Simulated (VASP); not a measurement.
A run of VASP 6.6.1 is set up as follows.

File INCAR:

```
SYSTEM = NaCl
  PREC = Accurate
  ENCUT = 520
  EDIFF = 1E-6
  ISMEAR = 0
  SIGMA = 0.05
  LREAL = .False.
  LASPH = .True.
  NELM = 60
  ALGO = Normal
  ISIF = 2
  LWAVE = .False.
  LCHARG = .False.
  GGA = PE
  NBANDS = 14
```

Contents of KPOINTS:

```
regular mesh
0
Gamma
  8 8 8
  0 0 0
```

POSCAR

```
NaCl
1.0
    0.0000000000      2.8317500000      2.8317500000
    2.8317500000      0.0000000000      2.8317500000
    2.8317500000      2.8317500000      0.0000000000
Na Cl
1 1
Direct
    0.0000000000      0.0000000000      0.0000000000
    0.5749119924      0.4250880076      0.5000000000
```

Potentials or basis: VASP PAW PBE potentials, release 64 (Na_pv, Cl).

Launch:

```bash
$ cat potpaw_PBE.64/Na_pv/POTCAR potpaw_PBE.64/Cl/POTCAR > POTCAR
$ mpirun -np 1 vasp_std > vasp.out
```

Problem. Predict the largest force.

Solution. 0.427 eV/Å.

Problem. What does it give for the pressure?

Solution. 1.4 GPa.

Problem. Estimate the band gap on the k mesh.

Solution. 5.07 eV.

Forces in eV/Å, atoms in the order of the input:
```
Na  -0.302  0.302  0.000
Cl   0.302 -0.302  0.000
```

Caveat: the cell differs from its parent crystal (all Cl atoms moved -0.300 Å, as atom 2 along Cartesian [1 -1 0]). A k mesh can miss the band edges.
